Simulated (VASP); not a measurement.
# Be2C (Fm-3m) in VASP: a series of runs

Be2C is run at these levels: r2SCAN; tasks: single point.

All numbers are computed with VASP 6.6.1; they aren't measurements. Logs are shortened: lines on timing, memory, paths and dates and some standing lists are left out, and cuts for length are marked.

### Step 1. The cell of the first run

The structure is cubic, space group Fm-3m (No. 225). Conventional cell: a = 4.233 Å, b = 4.233 Å, c = 4.233 Å, α = 90.00°, β = 90.00°, γ = 90.00°. C (site symmetry m-3m) has 8 Be at 1.83 Å within 2.4 Å. Be (site symmetry -43m) has 4 C at 1.83 Å and 6 Be at 2.12 Å within 2.4 Å.

### Step 2. Single point, r2SCAN (volume changed by -6%)

File POSCAR:

```
Be2C
1.0
    0.0000000000      2.1163817291      2.1163817291
    2.1163817291      0.0000000000      2.1163817291
    2.1163817291      2.1163817291      0.0000000000
C Be
1 2
Direct
    0.0000000000      0.0000000000      0.0000000000
    0.2500000000      0.2500000000      0.2500000000
    0.7500000000      0.7500000000      0.7500000000
```

File INCAR.step1:

```
  ALGO = Normal
  EDIFF = 1E-5
  ENCUT = 660
  GGA = PE
  GGA_COMPAT = F
  ISMEAR = 0
  LASPH = T
  LCHARG = F
  LREAL = F
  LWAVE = T
  NBANDS = 11
  NELM = 120
  PREC = Accurate
  SIGMA = 0.01
```

File INCAR.step2:

```
  ALGO = Normal
  EDIFF = 1E-6
  ENCUT = 660
  GGA_COMPAT = F
  ISIF = 2
  ISMEAR = 0
  ISTART = 1
  LASPH = T
  LCHARG = T
  LELF = T
  LMIXTAU = T
  LREAL = F
  LVHAR = T
  LWAVE = F
  METAGGA = R2SCAN
  NBANDS = 11
  NELM = 120
  PREC = Accurate
  SIGMA = 0.01
```

File KPOINTS:

```
k-points
0
Gamma
  8 8 8
```

Potentials or basis: VASP PAW PBE potentials, release 64 (C, Be).

The run is started by

```sh
> cat potpaw_PBE.64/C/POTCAR potpaw_PBE.64/Be/POTCAR > POTCAR
> cp INCAR.step1 INCAR
> mpirun -np 1 vasp_std > vasp.out
> cp INCAR.step2 INCAR
> mpirun -np 1 vasp_std > vasp.out
```

OUTCAR:

```text
EDIFF = 1E-6
   ENCUT = 660
   ISIF = 2
   ISMEAR = 0
   ISTART = 1
   LASPH = T
   LREAL = F
   METAGGA = R2SCAN
   NELM = 120
   PREC = Accurate

 ion  position               nearest neighbor table
   1  0.000  0.000  0.000-   3 1.83   3 1.83   3 1.83   2 1.83   2 1.83   2 1.83   3 1.83   2 1.83

   2  0.250  0.250  0.250-   1 1.83   1 1.83   1 1.83   1 1.83   3 2.12   3 2.12   3 2.12   3 2.12
                             3 2.12   3 2.12
   3  0.750  0.750  0.750-   1 1.83   1 1.83   1 1.83   1 1.83   2 2.12   2 2.12   2 2.12   2 2.12
                             2 2.12   2 2.12

  LATTYP: Found a face centered cubic cell.
 ALAT       =     4.2327634582

  Lattice vectors:

 A1 = (   0.0000000000,   2.1163817291,   2.1163817291)
 A2 = (   2.1163817291,   0.0000000000,   2.1163817291)
 A3 = (   2.1163817291,   2.1163817291,   0.0000000000)

Analysis of symmetry for initial positions (statically):
=====================================================================
 Subroutine PRICEL returns:
 Original cell was already a primitive cell.

 Routine SETGRP: Setting up the symmetry group for a
 face centered cubic supercell.

 Subroutine GETGRP returns: Found 48 space group operations
 (whereof 48 operations were pure point group operations)
 out of a pool of 48 trial point group operations.

The static configuration has the point symmetry O_h .

Analysis of symmetry for dynamics (positions and initial velocities):
=====================================================================
 Subroutine PRICEL returns:
 Original cell was already a primitive cell.

 Routine SETGRP: Setting up the symmetry group for a
 face centered cubic supercell.

 Subroutine GETGRP returns: Found 48 space group operations
 (whereof 48 operations were pure point group operations)
 out of a pool of 48 trial point group operations.

The dynamic configuration has the point symmetry O_h .

 Subroutine INISYM returns: Found 48 space group operations
 (whereof 48 operations are pure point group operations),
 and found     1 'primitive' translations

----------------------------------------------------------------------------------------

                                     Primitive cell

  volume of cell :      18.9589

  direct lattice vectors                    reciprocal lattice vectors
     0.000000000  2.116381729  2.116381729    -0.236252276  0.236252276  0.236252276
     2.116381729  0.000000000  2.116381729     0.236252276 -0.236252276  0.236252276
     2.116381729  2.116381729  0.000000000     0.236252276  0.236252276 -0.236252276

  length of vectors
     2.993015744  2.993015744  2.993015744     0.409200945  0.409200945  0.409200945

  position of ions in fractional coordinates (direct lattice)
     0.000000000  0.000000000  0.000000000
     0.250000000  0.250000000  0.250000000
     0.750000000  0.750000000  0.750000000

  ion indices of the primitive-cell ions
   primitive index   ion index
                 1           1
                 2           2
                 3           3

----------------------------------------------------------------------------------------

 KPOINTS: k-points

Automatic generation of k-mesh.
 Grid dimensions read from file:
 generate k-points for:    8    8    8

 Generating k-lattice:

  Cartesian coordinates                     Fractional coordinates (reciprocal lattice)
    -0.029531534  0.029531534  0.029531534     0.125000000  0.000000000  0.000000000
     0.029531534 -0.029531534  0.029531534     0.000000000  0.125000000  0.000000000
     0.029531534  0.029531534 -0.029531534     0.000000000  0.000000000  0.125000000

  Length of vectors
     0.051150118  0.051150118  0.051150118

  Shift w.r.t. Gamma in fractional coordinates (k-lattice)
     0.000000000  0.000000000  0.000000000

 Subroutine IBZKPT returns following result:
 ===========================================

 Found     29 irreducible k-points:

 Following reciprocal coordinates:
            Coordinates               Weight
  0.000000  0.000000  0.000000      1.000000
  0.125000  0.000000  0.000000      8.000000
  0.250000  0.000000  0.000000      8.000000
  0.375000  0.000000  0.000000      8.000000
  0.500000  0.000000  0.000000      4.000000
  0.125000  0.125000  0.000000      6.000000
[... 16 lines left out ...]
  0.500000  0.250000  0.125000     48.000000
 -0.375000  0.250000  0.125000     24.000000
 [... further k-points ...]
   k-points           NKPTS =     29   k-points in BZ     NKDIM =     29   number of bands    NBANDS=     11
   number of dos      NEDOS =    301   number of ions     NIONS =      3
   total plane-waves  NPLWV =  21952
   dimension x,y,z NGX =    28 NGY =   28 NGZ =   28
   dimension x,y,z NGXF=    56 NGYF=   56 NGZF=   56
   ions per type =               1   2
   NGX,Y,Z   is equivalent  to a cutoff of  15.55, 15.55, 15.55 a.u.
   NGXF,Y,Z  is equivalent  to a cutoff of  31.10, 31.10, 31.10 a.u.
 SYSTEM =  unknown system
   PREC   = accura    normal or accurate (medium, high low for compatibility)
   ISTART =      1    job   : 0-new  1-cont  2-samecut
   ICHARG =      0    charge: 1-file 2-atom 10-const
   ISPIN  =      1    spin polarized calculation?
   LNONCOLLINEAR =      F non collinear calculations
   LSORBIT =      F    spin-orbit coupling
   LASPH  =      T    aspherical Exc in radial PAW
   ENCUT  =  660.0 eV  48.51 Ry    6.96 a.u.   6.27  6.27  6.27*2*pi/ulx,y,z
   NELM   =    120;   NELMIN=  2; NELMDL=  0     # of ELM steps
   EDIFF  = 0.1E-05   stopping-criterion for ELM
   LREAL  =      F    real-space projection
   EDIFFG = 0.1E-04   stopping-criterion for IOM
   NSW    =      0    number of steps for IOM
   IBRION =     -1    ionic relax: 0-MD 1-quasi-New 2-CG
   NFREE  =      0    steps in history (QN), initial steepest desc. (CG)
   ISIF   =      2    stress and relaxation
   ISYM   =      2    0-nonsym 1-usesym 2-fastsym
   POTIM  = 0.5000    time-step for ionic-motion
   TEBEG  =    0.0;   TEEND  =   0.0 temperature during run
   PSTRESS=    0.0 pullay stress
   NELECT =       8.0000    total number of electrons
   NUPDOWN=      -1.0000    fix difference up-down
   EMIN   =  10.00;   EMAX   =-10.00  energy-range for DOS
   EFERMI =   0.00;   METHOD = LEGACY
   ISMEAR =     0;   SIGMA  =   0.01  broadening in eV -4-tet -1-fermi 0-gaus
   EFERMI_NEDOS =   21; number of points for ismear=-14 and -15
   IALGO  =     38    algorithm
   IMIX   =      4    mixing-type and parameters
     AMIX     =   0.40;   BMIX     =  1.00
     AMIX_MAG =   1.60;   BMIX_MAG =  1.00
  volume/ion in A,a.u.               =       6.32        42.65
  Fermi-wavevector in a.u.,A,eV,Ry     =   1.227913  2.320419 20.514451  1.507770
  Thomas-Fermi vector in A             =   2.362858
   LORBIT       =      0    0 simple, 1 ext, 2 COOP (PROOUT), +10 PAW based schemes
   METAGGA = R2SCAN    functional components
   LHFCALC =     F    Hartree Fock is set to
   AEXX    =    0.0000 exact exchange contribution
   IVDW    =     0    specifies the selected vdW correction
   LEPSILON=     F    determine dielectric tensor
   LRPA    =     F    only Hartree local field effects (RPA)
 non-spin polarized calculation
 Gauss-broadening in eV      SIGMA  =   0.01
  energy-cutoff  :      660.00
  volume of cell :       18.96
 maximum number of plane-waves:       745
 NGX is ok and might be reduce to    28
   NGX = 13   NGY = 13   NGZ = 13

 number of electron       8.0000000 magnetization

 Free energy of the ion-electron system (eV)
  ---------------------------------------------------
  ext. energy  EPLUGINS =         0.00000000
  ---------------------------------------------------
  free energy    TOTEN  =       -19.41603632 eV

  energy without entropy =      -19.41603632  energy(sigma->0) =      -19.41603632

 E-fermi :   8.4572     XC(G=0): -12.3106

 val. band max:        8.3828430822   @ k =   0.0000   0.0000   0.0000
 cond. band min:       9.9390669895   @ k =   0.5000   0.5000   0.0000
 fundamental gap:      1.5562239073
 Fermi energy:         8.4571576183

 k-point     1 :       0.0000    0.0000    0.0000
  band No.  band energies     occupation
      1      -8.0721      2.00000
      2       8.3828      2.00000
      3       8.3828      2.00000
      4       8.3828      2.00000
      5      13.1359      0.00000
      6      13.1359      0.00000
      7      13.1359      0.00000
      8      16.5931      0.00000
      9      23.3189      0.00000
     10      23.3189      0.00000
     11      23.3189      0.00000

 k-point     2 :       0.1250    0.0000    0.0000
  band No.  band energies     occupation
      1      -7.8000      2.00000
      2       6.3491      2.00000
      3       7.9002      2.00000
      4       7.9002      2.00000
      5      13.8496      0.00000
      6      13.8496      0.00000
      7      14.4286      0.00000
      8      17.1549      0.00000
      9      21.5309      0.00000
     10      21.5309      0.00000
     11      24.0076      0.00000

 k-point     3 :       0.2500    0.0000    0.0000
  band No.  band energies     occupation
      1      -7.0027      2.00000
      2       3.1243      2.00000
      3       7.1055      2.00000
      4       7.1055      2.00000
      5      14.6301      0.00000
      6      14.6301      0.00000
      7      15.6680      0.00000
      8      18.4036      0.00000
      9      20.9495      0.00000
     10      20.9495      0.00000
     11      25.7913      0.00000
[... 267 lines left out ...]
 k-point    23 :       0.5000    0.2500    0.1250
  band No.  band energies     occupation
      1      -5.2036      2.00000
      2       0.8216      2.00000
      3       3.8018      2.00000
      4       5.2708      2.00000
      5      14.3328      0.00000
      6      16.1839      0.00000
      7      17.6564      0.00000
      8      19.6075      0.00000
      9      22.2647      0.00000
     10      25.2625      0.00000
     11      28.1100      0.00000

 k-point    24 :      -0.3750    0.2500    0.1250
  band No.  band energies     occupation
      1      -4.4484      2.00000
      2      -0.3871      2.00000
      3       3.8840      2.00000
      4       4.6711      2.00000
      5      14.2679      0.00000
      6      15.9491      0.00000
      7      19.6321      0.00000
      8      20.4395      0.00000
      9      22.1021      0.00000
     10      23.9584      0.00000
     11      28.3200      0.00000

 [... further k-points ...]
[... 5 lines left out ...]
  --------------------------------------------------------------------------------------
  -------------------------------------------------------------------------------------
  Total        1.7806086      1.7806086      1.7806086     -0.0000000      0.0000000      0.0000000
  in kB      150.4759318    150.4759318    150.4759318     -0.0000000      0.0000000      0.0000000
  external PRESSURE =     150.4759318 kB  Pullay stress =       0.0000000 kB

 VOLUME and BASIS-vectors are now :
 -----------------------------------------------------------------------------
  energy-cutoff  :      660.00
  volume of cell :       18.96
      direct lattice vectors                 reciprocal lattice vectors
     0.000000000  2.116381729  2.116381729    -0.236252276  0.236252276  0.236252276
     2.116381729  0.000000000  2.116381729     0.236252276 -0.236252276  0.236252276
     2.116381729  2.116381729  0.000000000     0.236252276  0.236252276 -0.236252276

 POSITION                                       TOTAL-FORCE (eV/Angst)
 -----------------------------------------------------------------------------------
      0.00000      0.00000      0.00000         0.000000      0.000000      0.000000
      1.05819      1.05819      1.05819        -0.000000     -0.000000     -0.000000
      3.17457      3.17457      3.17457         0.000000      0.000000     -0.000000
 -----------------------------------------------------------------------------------
    total drift:                               -0.000000     -0.000000      0.000000

  FREE ENERGIE OF THE ION-ELECTRON SYSTEM (eV)
  ---------------------------------------------------
  free  energy   TOTEN  =       -19.4160363177 eV

  energy  without entropy=      -19.4160363177  energy(sigma->0) =      -19.41603632
```

Run time: 43 s. Hardware: 1 thread of Intel Xeon 6975P-C (Granite Rapids), shared host; peak memory 0.16 GiB.

Results:

```yaml
Free_energy: -19.4160 eV
Pressure: 15.0 GPa
Band_gap_on_the_k_mesh: 1.56 eV, indirect (least direct gap 4.75 eV)
```

Caveat: the PAW data sets were made with another functional, which shifts forces and pressure a little.

### Step 3. Single point, r2SCAN (volume changed by -3%)

File POSCAR:

```
Be2C
1.0
    0.0000000000      2.1386610687      2.1386610687
    2.1386610687      0.0000000000      2.1386610687
    2.1386610687      2.1386610687      0.0000000000
C Be
1 2
Direct
    0.0000000000      0.0000000000      0.0000000000
    0.2500000000      0.2500000000      0.2500000000
    0.7500000000      0.7500000000      0.7500000000
```

File INCAR.step1:

```
SYSTEM = Be2C
  PREC = Accurate
  ENCUT = 660
  ISMEAR = 0
  SIGMA = 0.01
  LREAL = .FALSE.
  LASPH = .TRUE.
  NELM = 120
  NBANDS = 11
  GGA = PE
  ALGO = Normal
  EDIFF = 1E-5
  LWAVE = .TRUE.
  LCHARG = .FALSE.
  GGA_COMPAT = .FALSE.
```

File INCAR.step2:

```
SYSTEM = Be2C
  PREC = Accurate
  ENCUT = 660
  EDIFF = 1E-6
  ISMEAR = 0
  SIGMA = 0.01
  LREAL = .FALSE.
  LASPH = .TRUE.
  NELM = 120
  ALGO = Normal
  ISIF = 2
  LWAVE = .FALSE.
  LCHARG = .FALSE.
  METAGGA = R2SCAN
  LMIXTAU = .TRUE.
  NBANDS = 11
  ISTART = 1
  GGA_COMPAT = .FALSE.
```

File KPOINTS:

```
regular mesh
0
G
  8 8 8
  0 0 0
```

Potentials or basis: VASP PAW PBE potentials, release 64 (C, Be).

The run is started by

```sh
> cat potpaw_PBE.64/C/POTCAR potpaw_PBE.64/Be/POTCAR > POTCAR
> cp INCAR.step1 INCAR
> mpirun -np 1 vasp_std > vasp.out
> cp INCAR.step2 INCAR
> mpirun -np 1 vasp_std > vasp.out
```

It took 38 s on 1 thread of Intel Xeon 6975P-C (Granite Rapids), shared host; peak memory 0.16 GiB.

The run converged. Its results:

```yaml
Free_energy: -19.4592 eV
Pressure: 7.4 GPa
Band_gap_on_the_k_mesh: 1.54 eV, indirect (least direct gap 4.69 eV)
```

Levels at points of the mesh, in eV from the valence-band top:
| k point | band 2 | band 3 | band 4 | band 5 | band 6 | band 7 |
| --- | --- | --- | --- | --- | --- | --- |
| (0.00, 0.00, 0.00) | 0.00 | 0.00 | 0.00 | 4.69 | 4.69 | 4.69 |
| (0.50, 0.00, 0.00) | -9.31 | -1.96 | -1.96 | 5.61 | 5.61 | 7.96 |
| (0.50, 0.50, 0.00) | -7.27 | -5.06 | -5.06 | 1.54 | 6.43 | 14.81 |

Caveat: the PAW data sets were made with another functional, which shifts forces and pressure a little. A k mesh can miss the band edges.
